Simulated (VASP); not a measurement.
Here is a VASP 6.6.1 calculation.

The input INCAR:

```
SYSTEM = AlFeB3
PREC = Accurate ; ENCUT = 520
EDIFF = 1E-7 ; ISMEAR = 0
SIGMA = 0.1 ; LREAL = .FALSE.
LASPH = .TRUE. ; NELM = 80
ALGO = Normal ; ISIF = 2
LWAVE = .FALSE. ; LCHARG = .FALSE.
GGA = PE ; NBANDS = 18
```

The input KPOINTS:

```
regular mesh
0
G
  12 10 10
  0 0 0
```

File POSCAR:

```
AlFeB3
1.0
    3.6311135552      0.0027871893      0.0031282859
    1.1444254624      3.6851333783      0.0043015826
    1.0396250667      0.7830749257      3.6327390178
Al Fe B
1 1 3
Direct
    0.8283371603      0.0264352144      0.0428484778
    0.6175581901      0.4795397448      0.4863867935
    0.4449918264      0.6371312954      0.9846091424
    0.4328263490      0.9893410750      0.6369120726
    0.1762864741      0.3675526706      0.3492435137
```

Potentials or basis: VASP PAW PBE potentials, release 64 (Al, Fe, B).

Run with:

```sh
$ cat potpaw_PBE.64/Al/POTCAR potpaw_PBE.64/Fe/POTCAR potpaw_PBE.64/B/POTCAR > POTCAR
$ mpirun -np 1 vasp_std > vasp.out
```

**Question.** Estimate the band gap on the k mesh.

**Answer.** Zero (band 10 reaches 7.41 eV, above the bottom of band 11 at 6.67 eV).

**Question.** Predict the pressure.

**Answer.** 0.2 GPa.

**Question.** What does it give for the largest force?

**Answer.** 0.037 eV/Å.

Stress tensor (GPa, compression positive):
```
0.33 0.06 0.02
0.06 0.08 0.06
0.02 0.06 0.10
```

Spin polarisation is off, so any magnetic state and its effect on volume and gap are missing.
